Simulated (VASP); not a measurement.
# TaAs (I4_1md) in VASP: a series of runs

Runs on TaAs. Level: PBE. Tasks: single point, relaxation of cell and atoms.

All numbers are computed with VASP 6.6.1; they aren't measurements. Logs are shortened: lines on timing, memory, paths and dates and some standing lists are left out, and cuts for length are marked.

**1. The cell of the first run**

It takes space group I4_1md (No. 109, tetragonal). The conventional cell has a = 3.461 Å, b = 3.461 Å, c = 11.752 Å, α = 90.00°, β = 90.00°, γ = 90.00°. Within 3.5 Å of Ta (site symmetry 2mm) lie 6 As at 2.62 to 2.63 Å and 8 Ta at 3.41 to 3.46 Å. As (site symmetry 2mm) has 6 Ta at 2.62 to 2.63 Å and 8 As at 3.41 to 3.46 Å within 3.5 Å.

**2. Single point, PBE**

INCAR reads:

```
SYSTEM = TaAs
PREC     = Accurate       ! precision mode
ENCUT    = 520            ! plane-wave cutoff, eV
EDIFF    = 1E-6           ! SCF threshold, eV
ISMEAR   = 0              ! smearing method
SIGMA    = 0.05           ! smearing width, eV
LREAL    = .FALSE.        ! projectors in reciprocal space
LASPH    = .TRUE.         ! aspherical terms in the spheres
NELM     = 80             ! most SCF steps
ALGO     = Normal         ! electronic algorithm
ISIF     = 2              ! what is computed and relaxed
LWAVE    = .FALSE.        ! write WAVECAR
LCHARG   = .FALSE.        ! write CHGCAR
GGA      = PE             ! functional
NBANDS   = 24             ! bands
```

KPOINTS reads:

```
Automatic mesh
0
G
  8 8 8
  0 0 0
```

POSCAR reads:

```
TaAs
1.0
   -1.7304333922      1.7304333922      5.8761080841
    1.7304333922     -1.7304333922      5.8761080841
    1.7304333922      1.7304333922     -5.8761080841
Ta As
2 2
Direct
    0.5001395405      1.0001395405      0.5000000000
    0.7501395405      0.7501395405      0.0000000000
    0.0824598795      0.5824598795      0.5000000000
    0.3324598795      0.3324598795      0.0000000000
```

Potentials or basis: VASP PAW PBE potentials, release 64 (Ta_pv, As).

Command:

```bash
> cat potpaw_PBE.64/Ta_pv/POTCAR potpaw_PBE.64/As/POTCAR > POTCAR
> mpirun -np 1 vasp_std > vasp.out
```

OUTCAR:

```text
SYSTEM = TaAs
   PREC = Accurate
   ENCUT = 520
   EDIFF = 1E-6
   ISMEAR = 0
   LREAL = .FALSE.
   LASPH = .TRUE.
   NELM = 80
   ISIF = 2
   GGA = PE

 ion  position               nearest neighbor table
   1  0.500  0.000  0.500-   4 2.62   4 2.62   3 2.63   3 2.63   3 2.63   3 2.63   2 3.41   2 3.41
                             2 3.41   2 3.41
   2  0.750  0.750  0.000-   3 2.62   3 2.62   4 2.63   4 2.63   4 2.63   4 2.63   1 3.41   1 3.41
                             1 3.41   1 3.41
   3  0.082  0.582  0.500-   2 2.62   2 2.62   1 2.63   1 2.63   1 2.63   1 2.63
   4  0.332  0.332  0.000-   1 2.62   1 2.62   2 2.63   2 2.63   2 2.63   2 2.63

  LATTYP: Found a body centered tetragonal cell.
 ALAT       =     3.4608667844
 C/A-ratio  =     3.3957435811

  Lattice vectors:

 A1 = (  -1.7304333922,   1.7304333922,   5.8761080841)
 A2 = (   1.7304333922,  -1.7304333922,   5.8761080841)
 A3 = (   1.7304333922,   1.7304333922,  -5.8761080841)

Analysis of symmetry for initial positions (statically):
=====================================================================
 Subroutine PRICEL returns:
 Original cell was already a primitive cell.

 Routine SETGRP: Setting up the symmetry group for a
 body centered tetragonal supercell.

 Subroutine GETGRP returns: Found  8 space group operations
 (whereof  4 operations were pure point group operations)
 out of a pool of 16 trial point group operations.

The static configuration has the point symmetry C_2v.
 The point group associated with its full space group is C_4v.

Analysis of symmetry for dynamics (positions and initial velocities):
=====================================================================
 Subroutine PRICEL returns:
 Original cell was already a primitive cell.

 Routine SETGRP: Setting up the symmetry group for a
 body centered tetragonal supercell.

 Subroutine GETGRP returns: Found  8 space group operations
 (whereof  4 operations were pure point group operations)
 out of a pool of 16 trial point group operations.

The dynamic configuration has the point symmetry C_2v.
 The point group associated with its full space group is C_4v.

 Subroutine INISYM returns: Found  8 space group operations
 (whereof  4 operations are pure point group operations),
 and found     1 'primitive' translations

----------------------------------------------------------------------------------------

                                     Primitive cell

  volume of cell :      70.3817

  direct lattice vectors                    reciprocal lattice vectors
    -1.730433392  1.730433392  5.876108084     0.000000000  0.288944956  0.085090334
     1.730433392 -1.730433392  5.876108084     0.288944956  0.000000000  0.085090334
     1.730433392  1.730433392 -5.876108084     0.288944956  0.288944956  0.000000000

  length of vectors
     6.365331544  6.365331544  6.365331544     0.301213467  0.301213467  0.408629875

  position of ions in fractional coordinates (direct lattice)
     0.500139541  0.000139541  0.500000000
     0.750139541  0.750139541  0.000000000
     0.082459879  0.582459879  0.500000000
     0.332459879  0.332459879  0.000000000

  ion indices of the primitive-cell ions
   primitive index   ion index
                 1           1
                 2           2
                 3           3
                 4           4

----------------------------------------------------------------------------------------

 KPOINTS: Automatic mesh

Automatic generation of k-mesh.
 Grid dimensions read from file:
 generate k-points for:    8    8    8

 Generating k-lattice:

  Cartesian coordinates                     Fractional coordinates (reciprocal lattice)
     0.000000000  0.036118119  0.010636292     0.125000000 -0.000000000  0.000000000
     0.036118119  0.000000000  0.010636292    -0.000000000  0.125000000  0.000000000
     0.036118119  0.036118119  0.000000000     0.000000000  0.000000000  0.125000000

  Length of vectors
     0.037651683  0.037651683  0.051078734

  Shift w.r.t. Gamma in fractional coordinates (k-lattice)
     0.000000000  0.000000000  0.000000000

 Subroutine IBZKPT returns following result:
 ===========================================

 Found     59 irreducible k-points:

 Following reciprocal coordinates:
            Coordinates               Weight
  0.000000  0.000000  0.000000      1.000000
  0.125000  0.000000  0.000000      8.000000
  0.250000  0.000000  0.000000      8.000000
  0.375000 -0.000000  0.000000      8.000000
  0.500000  0.000000  0.000000      4.000000
  0.125000  0.125000  0.000000      8.000000
[... 16 lines left out ...]
  0.250000  0.125000  0.125000     16.000000
  0.375000  0.125000  0.125000      8.000000
 [... further k-points ...]
   k-points           NKPTS =     59   k-points in BZ     NKDIM =     59   number of bands    NBANDS=     24
   number of dos      NEDOS =    301   number of ions     NIONS =      4
   total plane-waves  NPLWV = 110592
   dimension x,y,z NGX =    48 NGY =   48 NGZ =   48
   dimension x,y,z NGXF=    96 NGYF=   96 NGZF=   96
   ions per type =               2   2
   NGX,Y,Z   is equivalent  to a cutoff of  12.54, 12.54, 12.54 a.u.
   NGXF,Y,Z  is equivalent  to a cutoff of  25.07, 25.07, 25.07 a.u.
 SYSTEM =  TaAs
   PREC   = accura    normal or accurate (medium, high low for compatibility)
   ISTART =      0    job   : 0-new  1-cont  2-samecut
   ICHARG =      2    charge: 1-file 2-atom 10-const
   ISPIN  =      1    spin polarized calculation?
   LNONCOLLINEAR =      F non collinear calculations
   LSORBIT =      F    spin-orbit coupling
   LASPH  =      T    aspherical Exc in radial PAW
   ENCUT  =  520.0 eV  38.22 Ry    6.18 a.u.  11.84 11.84 11.84*2*pi/ulx,y,z
   NELM   =     80;   NELMIN=  2; NELMDL= -5     # of ELM steps
   EDIFF  = 0.1E-05   stopping-criterion for ELM
   LREAL  =      F    real-space projection
   EDIFFG = 0.1E-04   stopping-criterion for IOM
   NSW    =      0    number of steps for IOM
   IBRION =     -1    ionic relax: 0-MD 1-quasi-New 2-CG
   NFREE  =      0    steps in history (QN), initial steepest desc. (CG)
   ISIF   =      2    stress and relaxation
   ISYM   =      2    0-nonsym 1-usesym 2-fastsym
   POTIM  = 0.5000    time-step for ionic-motion
   TEBEG  =    0.0;   TEEND  =   0.0 temperature during run
   PSTRESS=    0.0 pullay stress
   NELECT =      32.0000    total number of electrons
   NUPDOWN=      -1.0000    fix difference up-down
   EMIN   =  10.00;   EMAX   =-10.00  energy-range for DOS
   EFERMI =   0.00;   METHOD = LEGACY
   ISMEAR =     0;   SIGMA  =   0.05  broadening in eV -4-tet -1-fermi 0-gaus
   EFERMI_NEDOS =   21; number of points for ismear=-14 and -15
   IALGO  =     38    algorithm
   IMIX   =      4    mixing-type and parameters
     AMIX     =   0.40;   BMIX     =  1.00
     AMIX_MAG =   1.60;   BMIX_MAG =  1.00
  volume/ion in A,a.u.               =      17.60       118.74
  Fermi-wavevector in a.u.,A,eV,Ry     =   1.258843  2.378869 21.560965  1.584686
  Thomas-Fermi vector in A             =   2.392433
   LORBIT       =      0    0 simple, 1 ext, 2 COOP (PROOUT), +10 PAW based schemes
   GGA     = PE    functional components
   LHFCALC =     F    Hartree Fock is set to
   AEXX    =    0.0000 exact exchange contribution
   IVDW    =     0    specifies the selected vdW correction
   LEPSILON=     F    determine dielectric tensor
   LRPA    =     F    only Hartree local field effects (RPA)
 non-spin polarized calculation
 Gauss-broadening in eV      SIGMA  =   0.05
  energy-cutoff  :      520.00
  volume of cell :       70.38
 maximum number of plane-waves:      1930
   NGX = 23   NGY = 23   NGZ = 23

 number of electron      32.0000002 magnetization

 Free energy of the ion-electron system (eV)
  ---------------------------------------------------
  ext. energy  EPLUGINS =         0.00000000
  ---------------------------------------------------
  free energy    TOTEN  =       -35.10223310 eV

  energy without entropy =      -35.10068276  energy(sigma->0) =      -35.10145793

 E-fermi :   6.8927     XC(G=0): -11.8539

 val. band max:        6.8694477042   @ k =  -0.2500   0.2500   0.2500
 cond. band min:       6.9178049348   @ k =  -0.2500   0.5000   0.2500
 fundamental gap:      0.0483572306
 Fermi energy:         6.8926801403

 k-point     1 :       0.0000    0.0000    0.0000
  band No.  band energies     occupation
      1     -28.1353      2.00000
      2     -28.1051      2.00000
      3     -28.1051      2.00000
      4     -27.9610      2.00000
      5     -27.9610      2.00000
      6     -27.9075      2.00000
[... 16 lines left out ...]
     23      10.8948      0.00000
     24      10.8951      0.00000

 k-point     2 :       0.1250    0.0000    0.0000
  band No.  band energies     occupation
      1     -28.1377      2.00000
      2     -28.1168      2.00000
      3     -28.1030      2.00000
      4     -27.9822      2.00000
      5     -27.9585      2.00000
      6     -27.9101      2.00000
[... 16 lines left out ...]
     23      10.7362      0.00000
     24      11.5646      0.00000

 k-point     3 :       0.2500    0.0000    0.0000
  band No.  band energies     occupation
      1     -28.1878      2.00000
      2     -28.1004      2.00000
      3     -28.0981      2.00000
      4     -28.0292      2.00000
      5     -27.9525      2.00000
      6     -27.9201      2.00000
[... 16 lines left out ...]
     23      11.2991      0.00000
     24      12.7659      0.00000

 k-point     4 :       0.3750   -0.0000    0.0000
  band No.  band energies     occupation
      1     -28.2419      2.00000
      2     -28.0974      2.00000
      3     -28.0931      2.00000
      4     -28.0522      2.00000
      5     -27.9465      2.00000
      6     -27.9357      2.00000
[... 16 lines left out ...]
     23      11.4593      0.00000
     24      12.9954      0.00000

 k-point     5 :       0.5000    0.0000    0.0000
  band No.  band energies     occupation
      1     -28.2643      2.00000
      2     -28.1113      2.00000
      3     -28.0910      2.00000
      4     -28.0434      2.00000
      5     -27.9449      2.00000
      6     -27.9441      2.00000
[... 16 lines left out ...]
     23      11.8671      0.00000
     24      13.1241      0.00000

 k-point     6 :       0.1250    0.1250    0.0000
  band No.  band energies     occupation
      1     -28.1352      2.00000
      2     -28.1275      2.00000
      3     -28.1038      2.00000
      4     -27.9819      2.00000
      5     -27.9769      2.00000
      6     -27.9161      2.00000
[... 16 lines left out ...]
     23      10.7054      0.00000
     24      11.2879      0.00000
[... 379 lines left out ...]
 k-point    21 :       0.5000    0.5000    0.0000
  band No.  band energies     occupation
      1     -28.2401      2.00000
      2     -28.2401      2.00000
      3     -28.0838      2.00000
      4     -28.0838      2.00000
      5     -27.9718      2.00000
      6     -27.9718      2.00000
[... 16 lines left out ...]
     23      10.8550      0.00000
     24      10.8550      0.00000

 k-point    22 :       0.1250    0.1250    0.1250
  band No.  band energies     occupation
      1     -28.1779      2.00000
      2     -28.1773      2.00000
      3     -28.0766      2.00000
      4     -28.0273      2.00000
      5     -28.0113      2.00000
      6     -27.9227      2.00000
[... 16 lines left out ...]
     23      11.0382      0.00000
     24      12.5472      0.00000

 k-point    23 :       0.2500    0.1250    0.1250
  band No.  band energies     occupation
      1     -28.2305      2.00000
      2     -28.1708      2.00000
      3     -28.0808      2.00000
      4     -28.0410      2.00000
      5     -28.0066      2.00000
      6     -27.9364      2.00000
[... 16 lines left out ...]
     23      11.4327      0.00000
     24      12.3245      0.00000

 k-point    24 :       0.3750    0.1250    0.1250
  band No.  band energies     occupation
      1     -28.2522      2.00000
      2     -28.1682      2.00000
      3     -28.0966      2.00000
      4     -28.0329      2.00000
      5     -28.0010      2.00000
      6     -27.9453      2.00000
[... 16 lines left out ...]
     23      11.4660      0.00000
     24      11.9319      0.00000

 [... further k-points ...]

------------------------ aborting loop because EDIFF is reached ----------------------------------------

  FORCE on cell =-STRESS in cart. coord.  units (eV):
  Direction    XX          YY          ZZ          XY          YZ          ZX
  --------------------------------------------------------------------------------------
  -------------------------------------------------------------------------------------
  Total        0.2233862      0.2233862      0.1706325      0.0000000      0.0000000      0.0000000
  in kB        5.0851917      5.0851917      3.8843001      0.0000000      0.0000000      0.0000000
  external PRESSURE =       4.6848945 kB  Pullay stress =       0.0000000 kB

 VOLUME and BASIS-vectors are now :
 -----------------------------------------------------------------------------
  energy-cutoff  :      520.00
  volume of cell :       70.38
      direct lattice vectors                 reciprocal lattice vectors
    -1.730433392  1.730433392  5.876108084     0.000000000  0.288944956  0.085090334
     1.730433392 -1.730433392  5.876108084     0.288944956  0.000000000  0.085090334
     1.730433392  1.730433392 -5.876108084     0.288944956  0.288944956  0.000000000

 POSITION                                       TOTAL-FORCE (eV/Angst)
 -----------------------------------------------------------------------------------
      0.00000      1.73043      0.00164         0.000000     -0.000000      0.000984
      0.00000      0.00000      8.81580        -0.000000      0.000000      0.000984
      1.73043      0.00000      0.96909        -0.000000      0.000000     -0.000984
      0.00000      0.00000      3.90714         0.000000     -0.000000     -0.000984
 -----------------------------------------------------------------------------------
    total drift:                                0.000000      0.000000     -0.000017

  FREE ENERGIE OF THE ION-ELECTRON SYSTEM (eV)
  ---------------------------------------------------
  free  energy   TOTEN  =       -35.1022331034 eV

  energy  without entropy=      -35.1006827594  energy(sigma->0) =      -35.10145793
```

It took 8.9 min on 1 thread of Intel Xeon 8259CL, shared host; peak memory 0.38 GiB.

What came out:

```
Free energy            : -35.1022 eV
Pressure               : 0.5 GPa
Band gap on the k mesh : zero (bands 16 and 17 overlap by 0.05 eV)
```

Levels at points of the mesh, in eV from the Fermi level:
```
           k point  band 12  band 13  band 14  band 15  band 16  band 17  band 18  band 19  band 20  band 21
(0.00, 0.00, 0.00)    -2.48    -2.34    -1.93    -1.65    -1.65     0.86     1.51     2.28     3.01     3.01
(0.50, 0.00, 0.00)    -3.42    -2.45    -2.32    -1.57    -0.29     0.10     1.33     2.19     2.38     2.96
(0.50, 0.50, 0.00)    -5.06    -3.20    -3.20    -1.15    -1.15     2.72     2.72     2.99     2.99     3.71
(0.50, 0.50, 0.50)    -2.88    -2.78    -2.78    -0.97    -0.97     1.17     1.17     2.24     2.24     3.00
```

Caveat: spin-orbit coupling is left out, which moves the levels of the heavy elements.

**3. Relaxation of cell and atoms, PBE**

This run uses another cell than the first one, of 17.40 Å³/atom.

INCAR reads:

```
PREC = Accurate
ENCUT = 600
EDIFF = 1E-7
ISMEAR = 0
SIGMA = 0.05
LREAL = F
LASPH = T
NELM = 60
ALGO = Normal
ISIF = 3
LWAVE = F
LCHARG = F
GGA = PE
IBRION = 2
NSW = 80
EDIFFG = -0.03
```

KPOINTS reads:

```
Automatic mesh
0
Gamma
  8 8 8
```

POSCAR reads:

```
TaAs
1.0
   -1.7218133622      1.7218133622      5.8679415361
    1.7218133622     -1.7218133622      5.8679415361
    1.7218133622      1.7218133622     -5.8679415361
Ta As
2 2
Direct
    0.4999673000      0.9999673000      0.5000000000
    0.7499673000      0.7499673000      0.0000000000
    0.0826321200      0.5826321200      0.5000000000
    0.3326321200      0.3326321200      0.0000000000
```

Potentials or basis: VASP PAW PBE potentials, release 64 (Ta_pv, As).

Command:

```bash
> cat potpaw_PBE.64/Ta_pv/POTCAR potpaw_PBE.64/As/POTCAR > POTCAR
> mpirun -np 1 vasp_std > vasp.out
```

Run time: 37 min. Hardware: 1 thread of Intel Xeon 8259CL, shared host; peak memory 0.47 GiB.

Results (log left out):

- Free energy: -35.1029 eV
- Relaxed volume: 17.65 Å³/atom
- Relaxed cell: a = 6.379 Å, b = 6.379 Å, c = 6.379 Å, α = 148.51°, β = 148.51°, γ = 45.13°
- Space group after relaxing (to 0.1 Å): I4_1md (No. 109)
- Energy gained by relaxing: 2.1 meV/atom
- Ionic steps: 3
- Pressure after relaxing: 0.0 GPa
- Largest force after relaxing: 0.020 eV/Å
- Band gap on the k mesh: zero (bands 16 and 17 overlap by 0.05 eV)

Forces in eV/Å, atoms in the order of the input:
```
Ta   0.000  0.000  0.020
Ta   0.000  0.000  0.020
As   0.000  0.000 -0.020
As   0.000  0.000 -0.020
```

Stress tensor (GPa, compression positive):
```
 0.05  0.00  0.00
 0.00  0.05  0.00
 0.00  0.00 -0.20
```

The path:
```csv
step,energy change (eV),largest force (eV/Å),pressure (GPa),volume (Å³)
1,0.0000,0.0276,2.65,69.59
2,0.0202,0.0054,-4.57,72.52
3,-0.0084,0.0200,-0.04,70.60
```

Final structure:
```cif
data_structure
_symmetry_space_group_name_H-M 'P 1'
_symmetry_Int_Tables_number 1
_cell_length_a 6.3789
_cell_length_b 6.3789
_cell_length_c 6.3789
_cell_angle_alpha 148.509
_cell_angle_beta 148.509
_cell_angle_gamma 45.135
_cell_volume 70.60
loop_
_atom_site_label
_atom_site_type_symbol
_atom_site_fract_x
_atom_site_fract_y
_atom_site_fract_z
_atom_site_occupancy
Ta1 Ta 0.50001 0.00001 0.50000 1
Ta2 Ta 0.75001 0.75001 0.00000 1
As1 As 0.08259 0.58259 0.50000 1
As2 As 0.33259 0.33259 0.00000 1
```

Levels at points of the mesh, in eV from the Fermi level:
```csv
k point,band 12,band 13,band 14,band 15,band 16,band 17,band 18,band 19,band 20
"(0.00, 0.00, 0.00)",-2.48,-2.33,-1.94,-1.65,-1.65,0.86,1.51,2.26,3.00
"(0.50, 0.00, 0.00)",-3.41,-2.44,-2.33,-1.57,-0.30,0.10,1.32,2.18,2.37
"(0.50, 0.50, 0.00)",-5.05,-3.20,-3.20,-1.15,-1.15,2.71,2.71,2.98,2.98
"(0.50, 0.50, 0.50)",-2.87,-2.77,-2.77,-0.96,-0.96,1.17,1.17,2.22,2.22
```

Caveat: spin-orbit coupling is left out, which moves the levels of the heavy elements.

The gap in the log of VASP goes by the Fermi energy; the results here count the filled bands.